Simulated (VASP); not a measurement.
# Ba: relaxation of cell and atoms with PBE

Crystal: Ba.

```
Ba
1.0
    -2.50500    2.50500    2.50500
     2.50500   -2.50500    2.50500
     2.50500    2.50500   -2.50500
Ba
1
Cartesian
  0.0000 0.0000 0.0000
```

```json
{"Program": "VASP 6.6.1", "Task": "relaxation of cell and atoms", "Functional": "PBE", "Potentials or basis": "VASP PAW PBE potentials, release 64 (Ba_sv)", "Cutoff": "500 eV", "k mesh": "12 × 12 × 12", "Occupations": "methfessel-paxton, width 0.05 eV", "Spin": "no spin polarisation", "Target pressure": "10 GPa", "Dipole correction": "no", "Further INCAR settings": "ALGO = Normal; EDIFF = 1e-07; IBRION = 2; EDIFFG = -0.01; NSW = 60; ISIF = 3"}
```

The relaxed volume is 37.11 Å³/atom, the relaxed cell is a = 3.640 Å, b = 3.640 Å, c = 3.640 Å, α = 109.47°, β = 109.47°, γ = 109.47° and the space group after relaxing (to 0.1 Å) is Im-3m (No. 229). The energy change on relaxing (the run minimises the enthalpy) is +585.0 meV/atom, the ionic steps are 3 and the pressure after relaxing is 10.0 GPa. The band gap on the k mesh is zero (bands 5 and 6 overlap by 3.05 eV).

Step by step:
```csv
step,energy change (eV),largest force (eV/Å),pressure (GPa),volume (Å³)
1,0.0000,0.0000,0.12,62.88
2,0.8317,0.0000,13.81,33.78
3,0.5850,0.0000,10.01,37.11
```

Final structure:
```yaml
crystal:
  lattice:
    - [-2.10132, 2.10132, 2.10132]
    - [2.10132, -2.10132, 2.10132]
    - [2.10132, 2.10132, -2.10132]
  atoms:
    - { symbol: Ba, position: [0.00000, 0.00000, 0.00000] }
```

Levels at points of the mesh, in eV from the Fermi level:
| k point | band 3 | band 4 | band 5 | band 6 | band 7 | band 8 |
| --- | --- | --- | --- | --- | --- | --- |
| (0.00, 0.00, 0.00) | -12.65 | -12.65 | -2.60 | 2.27 | 2.27 | 2.27 |
| (0.50, 0.00, 0.00) | -13.27 | -12.70 | -1.47 | 0.30 | 3.85 | 4.92 |
| (0.50, 0.50, 0.50) | -14.01 | -14.01 | -1.75 | -1.75 | 7.58 | 7.78 |

It took 30 s on 1 thread of Intel(R) Xeon(R) 6975P-C (Granite Rapids) (shared host), peak memory 0.21 GiB.

Caveat: the cell is relaxed towards a set pressure, so the run minimises the enthalpy, not the energy; the volume moved by over 15 % at a fixed basis, so the end points are rough; spin-orbit coupling is left out, which moves the levels of the heavy elements.
